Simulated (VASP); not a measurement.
Write the native input for VASP 6.6.1 that does the following.

| Item | Value |
| --- | --- |
| Task | single point |
| Functional | PBE |
| Dispersion | D3(BJ) |
| Potentials or basis | VASP PAW PBE potentials, release 64 (Al, O) |
| Cutoff | 520 eV |
| k mesh | 9 × 9 × 4 |
| Occupations | gaussian, width 0.05 eV |
| Spin | no spin polarisation |
| Dipole correction | no |
| Further INCAR settings | ALGO = Normal; EDIFF = 1e-07; NBANDS = 20 |

The structure of Al2O3 lies in POSCAR:

```
Al2O3
1.0
    2.9532000000      0.0000000000      0.0000000000
   -1.4766000000      2.5575462224      0.0000000000
    0.0000000000      0.0000000000      7.7340000000
Al O
2 3
Direct
    0.0000000000      0.0000000000      0.1907358529
    0.0000000000      0.0000000000      0.8092641471
    0.3333333333      0.6666666667      0.2840924954
    0.6666666667      0.3333333333      0.0000000000
    0.3333333333      0.6666666667      0.7159075046
```

These files were run (other wordings do the same):

INCAR

```
PREC = Accurate
ENCUT = 520
EDIFF = 1E-7
ISMEAR = 0
SIGMA = 0.05
LREAL = False
LASPH = True
NELM = 100
ALGO = Normal
ISIF = 2
LWAVE = False
LCHARG = False
GGA = PE
IVDW = 12
NBANDS = 20
```

KPOINTS

```
Automatic mesh
0
Gamma
  9 9 4
```

Potentials or basis: VASP PAW PBE potentials, release 64 (Al, O).

The run is started by

```bash
$ cat potpaw_PBE.64/Al/POTCAR potpaw_PBE.64/O/POTCAR > POTCAR
$ mpirun -np 1 vasp_std > vasp.out
```

Results of the run:

| Property | Result |
| --- | --- |
| Pressure | -16.0 GPa |
| Largest force | 1.260 eV/Å |
| Band gap on the k mesh | 3.83 eV, indirect (least direct gap 3.91 eV) |
| Dispersion energy per atom | -0.173 eV |

Caveat: forces of over 1 eV/Å act on the atoms, so gaps and moduli don't describe the material at rest.

Run time: 15 s on 1 thread of Intel(R) Xeon(R) 6975P-C (Granite Rapids), on a shared host, peak memory 0.19 GiB.
